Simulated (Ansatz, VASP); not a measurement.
One calculation of SiCl, two programs

```
Si Cl
1.0
     3.19354    0.00000    0.00000
     0.00000    3.19354    0.00000
     0.00000    0.00000    4.18582
Si Cl
1 1
Direct
  0.50000 0.50000 0.50000
  0.00000 0.00000 0.00000
```

Alike in both runs: task single point; functional PBE; k mesh 6 × 6 × 4; occupations gaussian, width 0.1 eV; no spin polarisation.

```csv
,VASP,Ansatz
version,VASP 6.6.1,Ansatz 0.2.0
potentials or method,"VASP PAW PBE potentials, release 64 (Si, Cl), cutoff 520 eV","scalar-relativistic, plane waves, PAW"
valence electrons in the cell,11,11
```

```tsv
	VASP	Ansatz	Ansatz less VASP
gap on the k mesh at the Fermi level (eV)	none	none	-
pressure (GPa)	-3.1	-3.1	+0.04
traceless stress, the component that is largest in VASP (GPa)	-0.16	-0.19	-0.026
```

A gap of «none» marks a metal or a gap that the smearing closes.

The k mesh is coarse, so the values compare programs but aren't converged.
